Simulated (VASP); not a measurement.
Wanted: the native input for a VASP 6.6.1 run.

```
Task                   : relaxation of cell and atoms
Functional             : PBEsol
Potentials or basis    : VASP PAW PBE potentials, release 64 (Si, C)
Cutoff                 : 600 eV
k mesh                 : 12 × 12 × 12
Occupations            : gaussian, width 0.01 eV
Spin                   : no spin polarisation
Target pressure        : 22 GPa
Dipole correction      : no
Further INCAR settings : ALGO = Normal; EDIFF = 1e-06; IBRION = 2; EDIFFG = -0.001; NSW = 80; ISIF = 3
```

The structure of SiC lies in POSCAR:

```
SiC
1.0
    0.0000000000      2.1456545210      2.1456545210
    2.1456545210      0.0000000000      2.1456545210
    2.1456545210      2.1456545210      0.0000000000
Si C
1 1
Direct
    0.0000000000      0.0000000000      0.0000000000
    0.7500000000      0.7500000000      0.7500000000
```

The input as run:

INCAR

```
SYSTEM = SiC
PREC = Accurate
ENCUT = 600
EDIFF = 1E-6
ISMEAR = 0
SIGMA = 0.01
LREAL = .False.
LASPH = .True.
NELM = 60
ALGO = Normal
ISIF = 3
LWAVE = .False.
LCHARG = .False.
GGA = PS
IBRION = 2
NSW = 80
EDIFFG = -0.001
PSTRESS = 220.0
```

KPOINTS

```
regular mesh
0
Gamma
  12 12 12
  0 0 0
```

Potentials or basis: VASP PAW PBE potentials, release 64 (Si, C).

Run with:

```bash
$ cat potpaw_PBE.64/Si/POTCAR potpaw_PBE.64/C/POTCAR > POTCAR
$ mpirun -np 1 vasp_std > vasp.out
```

Results of the run:

```
Relaxed volume                                         : 9.51 Å³/atom
Relaxed cell                                           : a = 2.996 Å, b = 2.996 Å, c = 2.996 Å, α = 60.00°, β = 60.00°, γ = 60.00°
Space group after relaxing (to 0.05 Å)                 : F-43m (No. 216)
Energy change on relaxing (the enthalpy is what falls) : +37.9 meV/atom
Ionic steps                                            : 6
Pressure after relaxing                                : 22.0 GPa
Band gap on the k mesh                                 : 1.15 eV, indirect (least direct gap 4.53 eV)
```

Caveat: the cell is relaxed towards a set pressure, so the enthalpy falls and the energy may rise; the PAW data sets were made with another functional, which shifts forces and pressure a little.

It took 19 s on 1 thread of Intel(R) Xeon(R) Platinum 8259CL CPU @ 2.50GHz (Skylake/Cascade Lake), with other jobs on the host, peak memory 0.14 GiB.
